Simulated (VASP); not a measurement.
Write the native input for VASP 6.6.1 that does the following.

- Task: single point
- Functional: PBEsol
- Potentials or basis: VASP PAW PBE potentials, release 64 (Rh_pv)
- Cutoff: 520 eV
- k mesh: 24 × 24 × 24
- Occupations: gaussian, width 0.15 eV
- Spin: no spin polarisation
- Dipole correction: no
- Further INCAR settings: ALGO = Fast; EDIFF = 1e-06; NBANDS = 14

The structure of Rh lies in POSCAR:

```
Rh
1.0
    0.0000000000      1.6611569327      2.4917353991
    1.6611569327      0.0000000000      2.4917353991
    1.6611569327      1.6611569327      0.0000000000
Rh
1
Direct
    0.0000000000      0.0000000000      0.0000000000
```

This cell differs from its parent crystal: ratio of the length along z to the lengths across it x 1.5, volume and fractional coordinates fixed.

One way to write it, as run:

INCAR

```
PREC = Accurate
ENCUT = 520
EDIFF = 1E-6
ISMEAR = 0
SIGMA = 0.15
LREAL = False
LASPH = True
NELM = 100
ALGO = Fast
ISIF = 2
LWAVE = False
LCHARG = False
GGA = PS
NBANDS = 14
```

KPOINTS

```
Automatic mesh
0
Gamma
  24 24 24
```

Potentials or basis: VASP PAW PBE potentials, release 64 (Rh_pv).

Run with:

```bash
$ cat potpaw_PBE.64/Rh_pv/POTCAR > POTCAR
$ mpirun -np 1 vasp_std > vasp.out
```

Results of the run:

```json
{
 "Pressure": "27.5 GPa"
}
```

Caveat: the PAW data sets were made with another functional, which shifts forces and pressure a little.

It took 69 s on 1 thread of Intel(R) Xeon(R) Platinum 8559C (Emerald Rapids), on a shared host, peak memory 0.29 GiB.
